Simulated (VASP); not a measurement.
# Nb (Pm-3m) in VASP: further runs

Nb is run at these levels: LDA; tasks: single point.

Everything below comes from runs of VASP 6.6.1. Logs are shortened: lines on timing, memory, paths and dates and some standing lists are left out, and cuts for length are marked.

### Step 1. The cell of the first run

The structure is cubic, space group Pm-3m (No. 221). Conventional cell: a = 2.568 Å, b = 2.568 Å, c = 2.568 Å, α = 90.00°, β = 90.00°, γ = 90.00°. Within 3.4 Å of Nb (site symmetry m-3m) lie 6 Nb at 2.57 Å.

### Step 2. Single point, LDA (volume scaled by 0.9)

INCAR reads:

```
PREC = Accurate ; ENCUT = 520
EDIFF = 1E-7 ; ISMEAR = -1
SIGMA = 0.05 ; LREAL = False
LASPH = True ; NELM = 100
ALGO = Normal ; ISIF = 2
LWAVE = False ; LCHARG = True
LELF = True ; LVHAR = True
NBANDS = 12
```

KPOINTS reads:

```
Automatic mesh
0
Gamma
  14 14 14
```

POSCAR reads:

```
Nb
1.0
    2.5684290339      0.0000000000      0.0000000000
    0.0000000000      2.5684290339      0.0000000000
    0.0000000000      0.0000000000      2.5684290339
Nb
1
Direct
    0.0000000000      0.0000000000      0.0000000000
```

Potentials or basis: VASP PAW LDA potentials, release 64 (Nb_sv).

Launch:

```sh
cat potpaw_LDA.64/Nb_sv/POTCAR > POTCAR
mpirun -np 1 vasp_std > vasp.out
```

OUTCAR:

```text
PREC = Accurate
   ENCUT = 520
   EDIFF = 1E-7
   ISMEAR = -1
   LREAL = False
   LASPH = True
   NELM = 100
   ISIF = 2

 ion  position               nearest neighbor table
   1  0.000  0.000  0.000-

  LATTYP: Found a simple cubic cell.
 ALAT       =     2.5684290339

  Lattice vectors:

 A1 = (   2.5684290339,   0.0000000000,   0.0000000000)
 A2 = (   0.0000000000,   2.5684290339,   0.0000000000)
 A3 = (   0.0000000000,   0.0000000000,   2.5684290339)

Analysis of symmetry for initial positions (statically):
=====================================================================
 Subroutine PRICEL returns:
 Original cell was already a primitive cell.

 Routine SETGRP: Setting up the symmetry group for a
 simple cubic supercell.

 Subroutine GETGRP returns: Found 48 space group operations
 (whereof 48 operations were pure point group operations)
 out of a pool of 48 trial point group operations.

The static configuration has the point symmetry O_h .

Analysis of symmetry for dynamics (positions and initial velocities):
=====================================================================
 Subroutine PRICEL returns:
 Original cell was already a primitive cell.

 Routine SETGRP: Setting up the symmetry group for a
 simple cubic supercell.

 Subroutine GETGRP returns: Found 48 space group operations
 (whereof 48 operations were pure point group operations)
 out of a pool of 48 trial point group operations.

The dynamic configuration has the point symmetry O_h .

 Subroutine INISYM returns: Found 48 space group operations
 (whereof 48 operations are pure point group operations),
 and found     1 'primitive' translations

----------------------------------------------------------------------------------------

                                     Primitive cell

  volume of cell :      16.9435

  direct lattice vectors                    reciprocal lattice vectors
     2.568429034  0.000000000  0.000000000     0.389343052  0.000000000  0.000000000
     0.000000000  2.568429034  0.000000000     0.000000000  0.389343052  0.000000000
     0.000000000  0.000000000  2.568429034     0.000000000  0.000000000  0.389343052

  length of vectors
     2.568429034  2.568429034  2.568429034     0.389343052  0.389343052  0.389343052

  position of ions in fractional coordinates (direct lattice)
     0.000000000  0.000000000  0.000000000

  ion indices of the primitive-cell ions
   primitive index   ion index
                 1           1

----------------------------------------------------------------------------------------

 KPOINTS: Automatic mesh

Automatic generation of k-mesh.
 Grid dimensions read from file:
 generate k-points for:   14   14   14

 Generating k-lattice:

  Cartesian coordinates                     Fractional coordinates (reciprocal lattice)
     0.027810218  0.000000000  0.000000000     0.071428571  0.000000000  0.000000000
     0.000000000  0.027810218  0.000000000     0.000000000  0.071428571  0.000000000
     0.000000000  0.000000000  0.027810218     0.000000000  0.000000000  0.071428571

  Length of vectors
     0.027810218  0.027810218  0.027810218

  Shift w.r.t. Gamma in fractional coordinates (k-lattice)
     0.000000000  0.000000000  0.000000000

 Subroutine IBZKPT returns following result:
 ===========================================

 Found    120 irreducible k-points:

 Following reciprocal coordinates:
            Coordinates               Weight
  0.000000  0.000000  0.000000      1.000000
  0.071429  0.000000  0.000000      6.000000
  0.142857  0.000000  0.000000      6.000000
  0.214286  0.000000  0.000000      6.000000
  0.285714  0.000000  0.000000      6.000000
  0.357143  0.000000  0.000000      6.000000
[... 16 lines left out ...]
  0.285714  0.214286  0.000000     24.000000
  0.357143  0.214286  0.000000     24.000000
 [... further k-points ...]
   k-points           NKPTS =    120   k-points in BZ     NKDIM =    120   number of bands    NBANDS=     12
   number of dos      NEDOS =    301   number of ions     NIONS =      1
   total plane-waves  NPLWV =   8000
   dimension x,y,z NGX =    20 NGY =   20 NGZ =   20
   dimension x,y,z NGXF=    40 NGYF=   40 NGZF=   40
   ions per type =               1
   NGX,Y,Z   is equivalent  to a cutoff of  12.95, 12.95, 12.95 a.u.
   NGXF,Y,Z  is equivalent  to a cutoff of  25.89, 25.89, 25.89 a.u.
 SYSTEM =  unknown system
   PREC   = accura    normal or accurate (medium, high low for compatibility)
   ISTART =      0    job   : 0-new  1-cont  2-samecut
   ICHARG =      2    charge: 1-file 2-atom 10-const
   ISPIN  =      1    spin polarized calculation?
   LNONCOLLINEAR =      F non collinear calculations
   LSORBIT =      F    spin-orbit coupling
   LASPH  =      T    aspherical Exc in radial PAW
   ENCUT  =  520.0 eV  38.22 Ry    6.18 a.u.   4.78  4.78  4.78*2*pi/ulx,y,z
   NELM   =    100;   NELMIN=  2; NELMDL= -5     # of ELM steps
   EDIFF  = 0.1E-06   stopping-criterion for ELM
   LREAL  =      F    real-space projection
   EDIFFG = 0.1E-05   stopping-criterion for IOM
   NSW    =      0    number of steps for IOM
   IBRION =     -1    ionic relax: 0-MD 1-quasi-New 2-CG
   NFREE  =      0    steps in history (QN), initial steepest desc. (CG)
   ISIF   =      2    stress and relaxation
   ISYM   =      2    0-nonsym 1-usesym 2-fastsym
   POTIM  = 0.5000    time-step for ionic-motion
   TEBEG  =    0.0;   TEEND  =   0.0 temperature during run
   PSTRESS=    0.0 pullay stress
   NELECT =      13.0000    total number of electrons
   NUPDOWN=      -1.0000    fix difference up-down
   EMIN   =  10.00;   EMAX   =-10.00  energy-range for DOS
   EFERMI =   0.00;   METHOD = LEGACY
   ISMEAR =    -1;   SIGMA  =   0.05  broadening in eV -4-tet -1-fermi 0-gaus
   EFERMI_NEDOS =   21; number of points for ismear=-14 and -15
   IALGO  =     38    algorithm
   IMIX   =      4    mixing-type and parameters
     AMIX     =   0.40;   BMIX     =  1.00
     AMIX_MAG =   1.60;   BMIX_MAG =  1.00
  volume/ion in A,a.u.               =      16.94       114.34
  Fermi-wavevector in a.u.,A,eV,Ry     =   1.498724  2.832178 30.561054  2.246174
  Thomas-Fermi vector in A             =   2.610446
   LORBIT       =      0    0 simple, 1 ext, 2 COOP (PROOUT), +10 PAW based schemes
   GGA     = CA    functional components
   LHFCALC =     F    Hartree Fock is set to
   AEXX    =    0.0000 exact exchange contribution
   IVDW    =     0    specifies the selected vdW correction
   LEPSILON=     F    determine dielectric tensor
   LRPA    =     F    only Hartree local field effects (RPA)
 non-spin polarized calculation
  energy-cutoff  :      520.00
  volume of cell :       16.94
 maximum number of plane-waves:       480
 NGX is ok and might be reduce to    20
   NGX =  9   NGY =  9   NGZ =  9

 number of electron      12.9999997 magnetization

 Free energy of the ion-electron system (eV)
  ---------------------------------------------------
  ext. energy  EPLUGINS =         0.00000000
  ---------------------------------------------------
  free energy    TOTEN  =       -10.13647657 eV

  energy without entropy =      -10.12770381  energy(sigma->0) =      -10.13209019

 E-fermi :  12.1215     XC(G=0): -12.9127

 val. band max:       12.0550915616   @ k =   0.5000   0.4286   0.1429
 cond. band min:      12.1258663404   @ k =   0.4286   0.0714   0.0000
 fundamental gap:      0.0707747788
 Fermi energy:        12.1214882959

 k-point     1 :       0.0000    0.0000    0.0000
  band No.  band energies     occupation
      1     -42.4120      2.00000
      2     -17.3762      2.00000
      3     -17.3762      2.00000
      4     -17.3762      2.00000
      5       6.0894      2.00000
      6       8.4682      2.00000
      7       8.4682      2.00000
      8      18.1897      0.00000
      9      18.1897      0.00000
     10      18.1897      0.00000
     11      28.1172      0.00000
     12      28.1172      0.00000

 k-point     2 :       0.0714    0.0000    0.0000
  band No.  band energies     occupation
      1     -42.3953      2.00000
      2     -17.5065      2.00000
      3     -17.3651      2.00000
      4     -17.3651      2.00000
      5       6.2646      2.00000
      6       8.5161      2.00000
      7       8.6907      2.00000
      8      17.8776      0.00000
      9      17.8776      0.00000
     10      18.2110      0.00000
     11      27.3440      0.00000
     12      28.5017      0.00000

 k-point     3 :       0.1429    0.0000    0.0000
  band No.  band energies     occupation
      1     -42.3481      2.00000
      2     -17.8616      2.00000
      3     -17.3340      2.00000
      4     -17.3340      2.00000
      5       6.7164      2.00000
      6       8.6533      2.00000
      7       9.3662      2.00000
      8      17.1065      0.00000
      9      17.1065      0.00000
     10      18.2710      0.00000
     11      25.7569      0.00000
     12      29.4673      0.00000
[... 286 lines left out ...]
 k-point    23 :       0.2857    0.2143    0.0000
  band No.  band energies     occupation
      1     -42.0712      2.00000
      2     -18.7458      2.00000
      3     -18.1717      2.00000
      4     -17.1538      2.00000
      5       8.7563      2.00000
      6      10.1007      2.00000
      7      12.1659      0.58289
      8      14.4491      0.00000
      9      15.5479      0.00000
     10      16.6576      0.00000
     11      24.4254      0.00000
     12      27.3975      0.00000

 k-point    24 :       0.3571    0.2143    0.0000
  band No.  band energies     occupation
      1     -42.0007      2.00000
      2     -19.1792      2.00000
      3     -18.1133      2.00000
      4     -17.1088      2.00000
      5       9.1216      2.00000
      6      10.0308      2.00000
      7      12.3270      0.03226
      8      14.8986      0.00000
      9      15.4782      0.00000
     10      16.7728      0.00000
     11      23.5554      0.00000
     12      28.2468      0.00000

 [... further k-points ...]

------------------------ aborting loop because EDIFF is reached ----------------------------------------

  FORCE on cell =-STRESS in cart. coord.  units (eV):
  Direction    XX          YY          ZZ          XY          YZ          ZX
  --------------------------------------------------------------------------------------
  -------------------------------------------------------------------------------------
  Total        2.0736307      2.0736307      2.0736307     -0.0000000      0.0000000     -0.0000000
  in kB      196.0827030    196.0827030    196.0827030     -0.0000000      0.0000000     -0.0000000
  external PRESSURE =     196.0827030 kB  Pullay stress =       0.0000000 kB

 VOLUME and BASIS-vectors are now :
 -----------------------------------------------------------------------------
  energy-cutoff  :      520.00
  volume of cell :       16.94
      direct lattice vectors                 reciprocal lattice vectors
     2.568429034  0.000000000  0.000000000     0.389343052  0.000000000  0.000000000
     0.000000000  2.568429034  0.000000000     0.000000000  0.389343052  0.000000000
     0.000000000  0.000000000  2.568429034     0.000000000  0.000000000  0.389343052

 POSITION                                       TOTAL-FORCE (eV/Angst)
 -----------------------------------------------------------------------------------
      0.00000      0.00000      0.00000         0.000000      0.000000      0.000000
 -----------------------------------------------------------------------------------
    total drift:                               -0.000000      0.000000      0.000000

  FREE ENERGIE OF THE ION-ELECTRON SYSTEM (eV)
  ---------------------------------------------------
  free  energy   TOTEN  =       -10.1364765701 eV

  energy  without entropy=      -10.1277038122  energy(sigma->0) =      -10.13209019
```

Wall time 26 s (1 thread of Intel Xeon Platinum 8175M at 2.50GHz (Skylake/Cascade Lake), shared host); peak memory 0.13 GiB.

What came out:

| Quantity | Value |
| --- | --- |
| Free energy | -10.1365 eV |
| Pressure | 19.6 GPa |

Caveat: the cell differs from its parent crystal (volume scaled by 0.9).

### Step 3. Single point, LDA

This run uses another cell than the first one, of 18.83 Å³/atom, 1.111 times its volume.

INCAR reads:

```
SYSTEM = Nb
ALGO = Normal
EDIFF = 1E-7
ENCUT = 520
ISIF = 2
ISMEAR = -1
LASPH = .TRUE.
LCHARG = .FALSE.
LREAL = .FALSE.
LWAVE = .FALSE.
NBANDS = 12
NELM = 100
PREC = Accurate
SIGMA = 0.05
```

KPOINTS reads:

```
k-points
0
G
  14 14 14
  0 0 0
```

POSCAR reads:

```
Nb
1.0
    2.6602353944      0.0000000000      0.0000000000
    0.0000000000      2.6602353944      0.0000000000
    0.0000000000      0.0000000000      2.6602353944
Nb
1
Direct
    0.0000000000      0.0000000000      0.0000000000
```

Potentials or basis: VASP PAW LDA potentials, release 64 (Nb_sv).

Launch:

```sh
cat potpaw_LDA.64/Nb_sv/POTCAR > POTCAR
mpirun -np 1 vasp_std > vasp.out
```

Run time: 21 s. Hardware: 1 thread of Intel Xeon Platinum 8175M at 2.50GHz (Skylake/Cascade Lake), shared host; peak memory 0.13 GiB.

The run converged. Its results:

```
Free energy : -10.2431 eV
Pressure    : -0.1 GPa
```

Levels at points of the mesh, in eV from the Fermi level:
```tsv
k point	band 3	band 4	band 5	band 6	band 7	band 8	band 9	band 10	band 11	band 12
(0.00, 0.00, 0.00)	-29.70	-29.70	-5.77	-3.10	-3.10	5.42	5.42	5.42	15.09	15.09
(0.50, 0.00, 0.00)	-29.54	-29.54	-2.63	-2.14	0.66	1.84	1.84	5.80	10.42	13.53
(0.50, 0.50, 0.00)	-31.19	-29.38	-4.53	-1.15	2.59	2.59	6.14	6.14	7.88	14.71
(0.50, 0.50, 0.50)	-30.95	-30.95	-2.85	-2.85	-2.85	7.35	8.13	8.13	13.08	13.08
```

(Part 1 of 2 ends here.)
